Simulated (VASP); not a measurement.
BiTe: single point with PBEsol

Crystal: BiTe.

```
CELL_PARAMETERS angstrom
2.39925 1.38521 3.29096
-2.39925 1.38521 3.29096
0.00000 -2.77041 3.29096
ATOMIC_POSITIONS crystal
Bi 0.50000 0.50000 0.50000
Te 0.00000 0.00000 0.00000
```

This cell differs from its parent crystal: strain +0.0300 x Voigt [0, 0, 1, 0, 0, 0].

- Program: VASP 6.6.1
- Task: single point
- Functional: PBEsol
- Potentials or basis: VASP PAW PBE potentials, release 64 (Bi_d, Te)
- Cutoff: 520 eV
- k mesh: 18 × 18 × 18
- Occupations: gaussian, width 0.15 eV
- Spin: no spin polarisation

- Pressure: -1.2 GPa
- Band gap on the k mesh: zero (an odd number of electrons rules out a gap without spin polarisation)

Stress tensor (GPa, compression positive):
```
-1.18  0.00  0.00
 0.00 -1.18  0.00
 0.00  0.00 -1.29
```

Levels at points of the mesh, in eV from the Fermi level:
| k point | band 6 | band 7 | band 8 | band 9 | band 10 | band 11 | band 12 | band 13 | band 14 | band 15 |
| --- | --- | --- | --- | --- | --- | --- | --- | --- | --- | --- |
| (0.00, 0.00, 0.00) | -13.67 | -8.18 | -2.97 | -2.97 | -1.63 | 1.96 | 2.58 | 2.58 | 3.99 | 3.99 |
| (0.50, 0.00, 0.00) | -11.69 | -11.45 | -1.89 | -1.84 | -1.00 | -0.99 | -0.64 | 0.32 | 6.69 | 6.84 |
| (0.50, 0.50, 0.00) | -11.79 | -9.97 | -5.79 | -4.61 | -3.40 | 2.27 | 3.20 | 3.72 | 4.78 | 8.30 |
| (0.50, 0.50, 0.50) | -11.33 | -11.01 | -2.40 | -2.40 | -2.26 | -1.62 | -1.32 | -1.32 | 8.02 | 8.61 |

Wall time 2.6 min on 1 thread of Intel(R) Xeon(R) 6975P-C (Granite Rapids) (shared host), peak memory 0.72 GiB.

Caveat: the cell differs from its parent crystal (strain +0.0300 x Voigt [0, 0, 1, 0, 0, 0]); the PAW data sets were made with another functional, which shifts forces and pressure a little; spin-orbit coupling is left out, which moves the levels of the heavy elements.
